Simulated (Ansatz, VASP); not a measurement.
**CuO: VASP beside Ansatz**

File INCAR:

```
SYSTEM = CuO
PREC = Accurate
ENCUT = 520
EDIFF = 1E-6
ISMEAR = -1
SIGMA = 0.05
LREAL = .False.
LASPH = .True.
NELM = 100
ALGO = Normal
ISIF = 2
LWAVE = .False.
LCHARG = .True.
GGA = CA
LELF = .True.
LVHAR = .True.
NBANDS = 25
```

The input KPOINTS:

```
regular mesh
0
Gamma
  10 10 5
  0 0 0
```

The input POSCAR:

```
CuO
1.0
    2.3418500000     -1.7113000000      0.0000000000
    2.3418500000      1.7113000000      0.0000000000
   -0.8500274268      0.0000000000      5.0578693947
Cu O
2 2
Direct
    0.5000000000      0.0000000000      0.5000000000
    0.0000000000      0.5000000000      0.0000000000
    0.4184000000      0.5816000000      0.7500000000
    0.5816000000      0.4184000000      0.2500000000
```

The input input.yaml:

```yaml
crystal:
  lattice:
    - [2.34185, -1.7113, 0.0]
    - [2.34185, 1.7113, 0.0]
    - [-0.8500274268, 0.0, 5.0578693947]
  atoms:
    - { symbol: Cu, position: [0.5, 0.0, 0.5] }
    - { symbol: Cu, position: [0.0, 0.5, 0.0] }
    - { symbol: O, position: [0.4184, 0.5816, 0.75] }
    - { symbol: O, position: [0.5816, 0.4184, 0.25] }
hamiltonian:
  xc: lda
  pseudopotentials: { kind: paw }
kpoints:
  mp_grid: { grid: [10, 10, 5] }
  band_path:
    path:
      - [[0.0, 0.0, 0.0], [-0.5, -0.5, 0.0], [-0.5247847702, -0.5247847702, 0.3275098836], [-0.5, -0.5, 0.5], [-0.6335075857, -0.3664924143, 0.5]]
      - [[-0.3664924143, 0.3664924143, 0.5], [0.0, 0.0, 0.5], [-0.4752152298, -0.4752152298, 0.6724901164]]
      - [[-0.5, -0.5, 0.0], [-0.612731633, -0.387268367, 0.0]]
      - [[-0.387268367, 0.387268367, 0.0], [0.0, 0.0, 0.0], [-0.5, 0.0, 0.0]]
      - [[-0.5, 0.0, 0.5], [0.0, 0.0, 0.0]]
    npoints: 14
scf:
  occupations: { method: fermi_dirac, width: 0.05 }
  n_extra_bands: 10
output:
  forces: true
  stress: true
  eigenvalues: true
  fatbands: true
```

Alike in both runs: functional LDA; k mesh 10 × 10 × 5; occupations fermi-dirac, width 0.05 eV; no spin polarisation.

|  | VASP | Ansatz |
| --- | --- | --- |
| version | VASP 6.6.1 | Ansatz 0.2.0 |
| potentials or method | VASP PAW LDA potentials, release 64 (Cu, O) | Ansatz PAW |
| plane-wave cutoff (eV) | 520 | 420 |
| valence electrons in the cell | 34 | 50 |
| task | single point | band structure |

Ansatz gave:

| Property | Result |
| --- | --- |
| gap on the k mesh at the Fermi level (eV) | none |
| pressure (GPa) | -9.6 |
| traceless stress, the component that is largest in VASP (GPa) | 3.97 |
| rms of the force components (eV/Å) | 0.193 |

**Question.** What did VASP give for the same quantities?

**Answer.** gap on the k mesh at the Fermi level (eV): none; pressure (GPa): -8.7; traceless stress, the component that is largest in VASP (GPa): 3.57; rms of the force components (eV/Å): 0.174.

LDA's correlation is that of Perdew and Zunger in VASP and of Perdew and Wang (1992) in Ansatz. Atom by atom the forces differ by 0.019 eV/Å (rms over components). A gap of «none» marks a metal or a gap that the smearing closes. VASP's potentials hold 34 valence electrons a cell and Ansatz's 50, so a difference there can come from the potentials and not from the codes.
